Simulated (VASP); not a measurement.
Here is a VASP 6.6.1 calculation.

The input INCAR:

```
ALGO     = Fast           # electronic algorithm
EDIFF    = 1E-7           # SCF threshold, eV
EDIFFG   = -0.01          # ionic threshold
ENCUT    = 600            # plane-wave cutoff, eV
GGA      = PE             # functional
IBRION   = 2              # ionic algorithm
ISIF     = 3              # what is computed and relaxed
ISMEAR   = 0              # smearing method
LASPH    = T              # aspherical terms in the spheres
LCHARG   = F              # write CHGCAR
LREAL    = F              # projectors in reciprocal space
LWAVE    = F              # write WAVECAR
NELM     = 60             # most SCF steps
NSW      = 100            # ionic steps
PREC     = Accurate       # precision mode
SIGMA    = 0.1            # smearing width, eV
```

KPOINTS

```
k-points
0
Gamma
  14 14 14
```

POSCAR

```
SiNi3
1.0
    3.5048936960      0.0000000000      0.0000000000
    0.0000000000      3.5048936960      0.0000000000
    0.0000000000      0.0000000000      3.5048936960
Si Ni
1 3
Direct
    0.0000000000      0.0000000000      0.0000000000
    0.0000000000      0.5000000000      0.5000000000
    0.5000000000      0.0000000000      0.5000000000
    0.5000000000      0.5000000000      0.0000000000
```

Potentials or basis: VASP PAW PBE potentials, release 64 (Si, Ni).

Run with:

```sh
$ cat potpaw_PBE.64/Si/POTCAR potpaw_PBE.64/Ni/POTCAR > POTCAR
$ mpirun -np 1 vasp_std > vasp.out
```

(1) Predict the relaxed cell.

(2) What does it give for the band gap on the k mesh?

Results:

(1) a = 3.507 Å, b = 3.507 Å, c = 3.507 Å, α = 90.00°, β = 90.00°, γ = 90.00°.

(2) zero (bands 17 and 18 overlap by 0.24 eV).
